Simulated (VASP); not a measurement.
Wanted: the native input for a VASP 6.6.1 run.

- Task: relaxation of the atoms
- Functional: PBE
- Potentials or basis: VASP PAW PBE potentials, release 64 (Sn_d, Se)
- Cutoff: 450 eV
- k mesh: 13 × 13 × 13
- Occupations: fermi-dirac, width 0.02 eV
- Spin: no spin polarisation
- Dipole correction: no
- Further INCAR settings: ALGO = Normal; EDIFF = 1e-07; IBRION = 2; EDIFFG = -0.02; NSW = 80

The structure of SnSe lies in POSCAR:

```
SnSe
1.0
    0.0000000000      3.0100000000      3.0100000000
    3.0100000000      0.0000000000      3.0100000000
    3.0100000000      3.0100000000      0.0000000000
Sn Se
1 1
Direct
    0.0000000000      0.0000000000      0.0000000000
    0.5000000000      0.5000000000      0.5000000000
```

The input as run:

INCAR

```
  PREC = Accurate
  ENCUT = 450
  EDIFF = 1E-7
  ISMEAR = -1
  SIGMA = 0.02
  LREAL = False
  LASPH = True
  NELM = 120
  ALGO = Normal
  ISIF = 2
  LWAVE = False
  LCHARG = False
  GGA = PE
  IBRION = 2
  NSW = 80
  EDIFFG = -0.02
  GGA_COMPAT = False
  NELMIN = 4
```

KPOINTS

```
Automatic mesh
0
Gamma
  13 13 13
```

Potentials or basis: VASP PAW PBE potentials, release 64 (Sn_d, Se).

Command:

```sh
$ cat potpaw_PBE.64/Sn_d/POTCAR potpaw_PBE.64/Se/POTCAR > POTCAR
$ mpirun -np 1 vasp_std > vasp.out
```

Results of the run:

* Pressure after relaxing: 1.1 GPa

Caveat: the relaxation stopped at its first step, so nothing moved.

It took 93 s on 1 thread of Intel Xeon 8259CL, on a shared host, peak memory 0.21 GiB.
